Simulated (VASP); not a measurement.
# HgTe (F-43m) in VASP: a series of runs, part 2 of 2

VASP 6.6.1. Earlier steps stand in the parts before.

## 4. Single point, PBE (strain +0.025 along x and y, +0.025 along z)

The input, INCAR:

```
ALGO = Normal ; EDIFF = 1E-6
ENCUT = 520 ; GGA = PE
ISIF = 2 ; ISMEAR = 0
LASPH = T ; LCHARG = T
LELF = T ; LREAL = F
LVHAR = T ; LWAVE = F
NBANDS = 16 ; NELM = 100
PREC = Accurate ; SIGMA = 0.15
```

The input, KPOINTS:

```
k-points
0
Gamma
  16 16 16
```

The input, POSCAR:

```
HgTe
1.0
    0.0000000000      3.4079180388      3.4079180388
    3.4079180388      0.0000000000      3.4079180388
    3.4079180388      3.4079180388      0.0000000000
Hg Te
1 1
Direct
    0.0000000000      0.0000000000      0.0000000000
    0.7500000000      0.7500000000      0.7500000000
```

Potentials or basis: VASP PAW PBE potentials, release 64 (Hg, Te).

Started as:

```bash
$ cat potpaw_PBE.64/Hg/POTCAR potpaw_PBE.64/Te/POTCAR > POTCAR
$ mpirun -np 1 vasp_std > vasp.out
```

OUTCAR:

```text
EDIFF = 1E-6
   ENCUT = 520
   GGA = PE
   ISIF = 2
   ISMEAR = 0
   LASPH = T
   LREAL = F
   NELM = 100
   PREC = Accurate

 ion  position               nearest neighbor table
   1  0.000  0.000  0.000-   2 2.95   2 2.95   2 2.95   2 2.95
   2  0.750  0.750  0.750-   1 2.95   1 2.95   1 2.95   1 2.95

  LATTYP: Found a face centered cubic cell.
 ALAT       =     6.8158360776

  Lattice vectors:

 A1 = (   0.0000000000,   3.4079180388,   3.4079180388)
 A2 = (   3.4079180388,   0.0000000000,   3.4079180388)
 A3 = (   3.4079180388,   3.4079180388,   0.0000000000)

Analysis of symmetry for initial positions (statically):
=====================================================================
 Subroutine PRICEL returns:
 Original cell was already a primitive cell.

 Routine SETGRP: Setting up the symmetry group for a
 face centered cubic supercell.

 Subroutine GETGRP returns: Found 24 space group operations
 (whereof 24 operations were pure point group operations)
 out of a pool of 48 trial point group operations.

[... 155 lines left out ...]
  ---------------------------------------------------
  ext. energy  EPLUGINS =         0.00000000
  ---------------------------------------------------
  free energy    TOTEN  =        -3.61510398 eV

  energy without entropy =       -3.61457798  energy(sigma->0) =       -3.61484098

 E-fermi :   1.6844     XC(G=0):  -8.0353

 val. band max:        1.5639992858   @ k =   0.0000   0.0000   0.0000
 cond. band min:       1.7513912385   @ k =   0.0625   0.0000   0.0000
 fundamental gap:      0.1873919527
 Fermi energy:         1.6844407046

 k-point     1 :       0.0000    0.0000    0.0000
  band No.  band energies     occupation
      1      -9.4265      2.00000
      2      -4.9912      2.00000
      3      -4.9912      2.00000
      4      -4.9912      2.00000
      5      -4.6331      2.00000
      6      -4.6331      2.00000
[... 433 lines left out ...]
      3      -4.9774      2.00000
      4      -4.9736      2.00000
      5      -4.6359      2.00000
      6      -4.6318      2.00000
[... 8 lines left out ...]
     15      10.1962      0.00000
     16      10.4793      0.00000

 [... further k-points ...]
[... 5 lines left out ...]
  --------------------------------------------------------------------------------------
  -------------------------------------------------------------------------------------
  Total       -1.0121312     -1.0121312     -1.0121312     -0.0000000     -0.0000000      0.0000000
  in kB      -20.4856612    -20.4856612    -20.4856612     -0.0000000     -0.0000000      0.0000000
  external PRESSURE =     -20.4856612 kB  Pullay stress =       0.0000000 kB

 VOLUME and BASIS-vectors are now :
 -----------------------------------------------------------------------------
  energy-cutoff  :      520.00
  volume of cell :       79.16
      direct lattice vectors                 reciprocal lattice vectors
     0.000000000  3.407918039  3.407918039    -0.146717144  0.146717144  0.146717144
     3.407918039  0.000000000  3.407918039     0.146717144 -0.146717144  0.146717144
     3.407918039  3.407918039  0.000000000     0.146717144  0.146717144 -0.146717144

 POSITION                                       TOTAL-FORCE (eV/Angst)
 -----------------------------------------------------------------------------------
      0.00000      0.00000      0.00000        -0.000000      0.000000      0.000000
      5.11188      5.11188      5.11188         0.000000     -0.000000     -0.000000
 -----------------------------------------------------------------------------------
    total drift:                                0.000000      0.000000      0.000000

  FREE ENERGIE OF THE ION-ELECTRON SYSTEM (eV)
  ---------------------------------------------------
  free  energy   TOTEN  =        -3.6151039838 eV

  energy  without entropy=       -3.6145779840  energy(sigma->0) =       -3.61484098
```

OSZICAR:

```text
N       E                     dE             d eps       ncg     rms          rms(c)
DAV:   1     0.102164977504E+03    0.10216E+03   -0.77469E+03  4664   0.949E+02
DAV:   2    -0.239023226911E-01   -0.10219E+03   -0.95228E+02  5488   0.219E+02
DAV:   3    -0.377126411754E+01   -0.37474E+01   -0.37386E+01  5576   0.436E+01
DAV:   4    -0.380941497890E+01   -0.38151E-01   -0.38148E-01  7056   0.391E+00
DAV:   5    -0.380952524143E+01   -0.11026E-03   -0.11026E-03  6120   0.198E-01    0.539E+00
DAV:   6    -0.361992206825E+01    0.18960E+00   -0.37563E-01  5464   0.734E+00    0.451E+00
DAV:   7    -0.361523586193E+01    0.46862E-02   -0.74851E-02  5496   0.176E+00    0.189E+00
DAV:   8    -0.361501182165E+01    0.22404E-03   -0.66781E-03  5320   0.883E-01    0.396E-01
DAV:   9    -0.361505930713E+01   -0.47485E-04   -0.67919E-04  6120   0.263E-01    0.662E-02
DAV:  10    -0.361509060419E+01   -0.31297E-04   -0.81707E-05  5688   0.762E-02    0.398E-02
DAV:  11    -0.361510387637E+01   -0.13272E-04   -0.19020E-05  5832   0.270E-02    0.123E-02
DAV:  12    -0.361510398378E+01   -0.10741E-06   -0.24337E-06  5488   0.929E-03
   1 F= -.36151040E+01 E0= -.36148410E+01  d E =-.526000E-03
```

It took 64 s on 1 thread of Intel Xeon 6975P-C (Granite Rapids), shared host; peak memory 0.34 GiB.

Results:

* Free energy: -3.6151 eV
* Pressure: -2.0 GPa
* Band gap on the k mesh: zero (filled and empty bands touch)

Levels at points of the mesh, in eV from the Fermi level:
```
           k point  band 7  band 8  band 9  band 10  band 11  band 12
(0.00, 0.00, 0.00)   -1.20   -0.12   -0.12    -0.12     4.35     4.35
(0.50, 0.00, 0.00)   -4.66   -0.83   -0.83     0.57     5.04     5.04
(0.50, 0.50, 0.00)   -4.74   -1.78   -1.78     1.76     2.76     7.58
```

Caveat: the cell differs from its parent crystal (strain +0.025 along x and y, +0.025 along z); spin-orbit coupling is left out, which moves the levels of the heavy elements.

## 5. The runs side by side

```csv
cell,gap on the mesh (eV),pressure (GPa)
"a = 4.467 Å, angles 60.0°, 2 atoms",none,8.0
"a = 4.584 Å, angles 60.0°, 2 atoms",none,3.3
"a = 4.820 Å, angles 60.0°, 2 atoms",none,-2.0
```

Alike in all rows: task single point; level PBE; potentials or basis VASP PAW PBE potentials, release 64 (Hg, Te); no spin polarisation; k mesh 16 × 16 × 16; cutoff (eV) 520; smearing gaussian 0.15 eV.

Caveats: spin-orbit coupling is left out, which moves the levels of the heavy elements.

Total energies depend on the potentials used, so only differences within one code and one set of settings carry meaning.
